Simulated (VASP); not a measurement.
A run of VASP 6.6.1:

The input POSCAR:

```
B
1.0
    2.4492492791      1.4140747306      4.1816907384
   -2.4492492791      1.4140747306      4.1816907384
    0.0000000000     -2.8281494612      4.1816907384
B
12
Direct
    0.0102816520      0.6540688529      0.0102816520
    0.0102816520      0.0102816520      0.6540688529
    0.6540688529      0.0102816520      0.0102816520
    0.9897183480      0.3459311471      0.9897183480
    0.3459311471      0.9897183480      0.9897183480
    0.9897183480      0.9897183480      0.3459311471
    0.2210351401      0.6306102233      0.2210351401
    0.2210351401      0.2210351401      0.6306102233
    0.6306102233      0.2210351401      0.2210351401
    0.7789648599      0.3693897767      0.7789648599
    0.3693897767      0.7789648599      0.7789648599
    0.7789648599      0.7789648599      0.3693897767
```

Contents of INCAR.step1:

```
ALGO     = Normal         # electronic algorithm
EDIFF    = 1E-5           # SCF threshold, eV
ENCUT    = 520            # plane-wave cutoff, eV
GGA      = PE             # functional
ISIF     = 2              # what is computed and relaxed
ISMEAR   = -1             # smearing method
KPAR     = 4            
LASPH    = T              # aspherical terms in the spheres
LCHARG   = F              # write CHGCAR
LREAL    = F              # projectors in reciprocal space
LWAVE    = T              # write WAVECAR
NBANDS   = 30             # bands
NELM     = 60             # most SCF steps
PREC     = Accurate       # precision mode
SIGMA    = 0.01           # smearing width, eV
```

Contents of INCAR.step2:

```
AEXX     = 0.1            # exact-exchange fraction
ALGO     = Normal         # electronic algorithm
EDIFF    = 1E-6           # SCF threshold, eV
ENCUT    = 520            # plane-wave cutoff, eV
ISIF     = 2              # what is computed and relaxed
ISMEAR   = -1             # smearing method
ISTART   = 1            
KPAR     = 4            
LASPH    = T              # aspherical terms in the spheres
LCHARG   = F              # write CHGCAR
LHFCALC  = T              # exact exchange
LMIXTAU  = T            
LREAL    = F              # projectors in reciprocal space
LWAVE    = F              # write WAVECAR
METAGGA  = R2SCAN         # meta-GGA
NBANDS   = 30             # bands
NELM     = 60             # most SCF steps
PREC     = Accurate       # precision mode
PRECFOCK = Fast         
SIGMA    = 0.01           # smearing width, eV
```

Contents of KPOINTS:

```
k-points
0
Gamma
  5 5 5
```

Potentials or basis: VASP PAW PBE potentials, release 64 (B).

Command:

```console
$ cat potpaw_PBE.64/B/POTCAR > POTCAR
$ cp INCAR.step1 INCAR
$ mpirun -np 4 vasp_std > vasp.out
$ cp INCAR.step2 INCAR
$ mpirun -np 4 vasp_std > vasp.out
```

Hardware: 4 MPI ranks on Intel(R) Xeon(R) Platinum 8488C (Sapphire Rapids), on a shared host.

**Question.** Estimate the wall time of this run.

**Answer.** It took 18 min on 4 MPI ranks on Intel(R) Xeon(R) Platinum 8488C (Sapphire Rapids), with other jobs on the host, peak memory 0.28 GiB a rank. Counts: k points 19.
